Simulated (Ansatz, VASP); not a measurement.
**Two plane-wave programs on Cu**

The input INCAR:

```
  PREC = Accurate
  ENCUT = 520
  EDIFF = 1E-6
  ISMEAR = 0
  SIGMA = 0.15
  LREAL = F
  LASPH = T
  NELM = 100
  ALGO = Fast
  ISIF = 2
  LWAVE = F
  LCHARG = F
  GGA = PS
  NBANDS = 12
```

Contents of KPOINTS:

```
Automatic mesh
0
Gamma
  26 26 26
```

File POSCAR:

```
Cu
1.0
   -1.3219742793      1.3219742793      1.6391034913
    1.3219742793     -1.3219742793      1.6391034913
    1.3219742793      1.3219742793     -1.6391034913
Cu
1
Direct
    0.0000000000      0.0000000000      0.0000000000
```

Input for Ansatz:

```yaml
crystal:
  lattice:
    - [-1.3219742793, 1.3219742793, 1.6391034913]
    - [1.3219742793, -1.3219742793, 1.6391034913]
    - [1.3219742793, 1.3219742793, -1.6391034913]
  atoms:
    - { symbol: Cu, position: [0.0, 0.0, 0.0] }
basis:
  ecutwfc: 420
kpoints:
  mp_grid: { grid: [26, 26, 26] }
hamiltonian:
  xc: pbesol
scf:
  occupations: { method: gaussian, width: 0.15 }
output:
  forces: true
  stress: true
  eigenvalues: true
  write_density: true
  write_potential: true
  elf: true
  volumetric_format: npy
```

Alike in both runs: task single point; functional PBEsol; k mesh 26 × 26 × 26; occupations gaussian, width 0.15 eV; no spin polarisation.

|  | VASP | Ansatz |
| --- | --- | --- |
| version | VASP 6.6.1 | Ansatz 0.2.0 |
| potentials or method | VASP PAW PBE potentials, release 64 (Cu), cutoff 520 eV | scalar-relativistic, plane waves, PAW |
| valence electrons in the cell | 11 | 19 |

Ansatz gave:

```
gap on the k mesh at the Fermi level (eV)                     : none
pressure (GPa)                                                : -1.7
traceless stress, the component that is largest in VASP (GPa) : 2.46
```

Q: Estimate VASP's values.

A: gap on the k mesh at the Fermi level (eV): none; pressure (GPa): -0.8; traceless stress, the component that is largest in VASP (GPa): 2.43.

VASP's potentials were made for PBE, not for PBEsol. A gap of «none» marks a metal or a gap that the smearing closes. The functional is the same, so the differences come from potentials, cutoffs and numerics. VASP's potentials hold 11 valence electrons a cell and Ansatz's 19, so a difference there can come from the potentials and not from the codes.
